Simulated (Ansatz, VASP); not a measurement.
**BeTe: VASP beside Ansatz**

```
Be Te
1.0
     0.00000    2.82862    2.94177
     2.82862    0.00000    2.94177
     2.82862    2.82862    0.00000
Be Te
1 1
Direct
  0.00000 0.00000 0.00000
  0.25000 0.25000 0.25000
```

Change from the starting cell: uniaxial_z strain +4.0%.

Alike in both runs: task single point; functional HSE06; k mesh 6 × 6 × 6; no spin polarisation.

|  | VASP | Ansatz |
| --- | --- | --- |
| version | VASP 6.6.1 | Ansatz 0.2.0 |
| potentials or method | VASP PAW PBE potentials, release 64 (Be, Te) | plane waves, PAW |
| plane-wave cutoff (eV) | 520 | 420 |
| occupations | gaussian, width 0.01 eV | fixed |
| valence electrons in the cell | 8 | 18 |

VASP gave:

```
gap on the k mesh at the Fermi level (eV)                     : 2.61
pressure (GPa)                                                : -3.0
traceless stress, the component that is largest in VASP (GPa) : -1.74
```

Task: Which values does Ansatz return?

Result: gap on the k mesh at the Fermi level (eV): 2.63; pressure (GPa): -2.9; traceless stress, the component that is largest in VASP (GPa): -1.74.

VASP's potentials hold 8 valence electrons a cell and Ansatz's 18, so a difference there can come from the potentials and not from the codes. Ansatz's warnings: stress exchange threshold loose, stress scf threshold loose.

Neither program's run includes spin-orbit coupling.
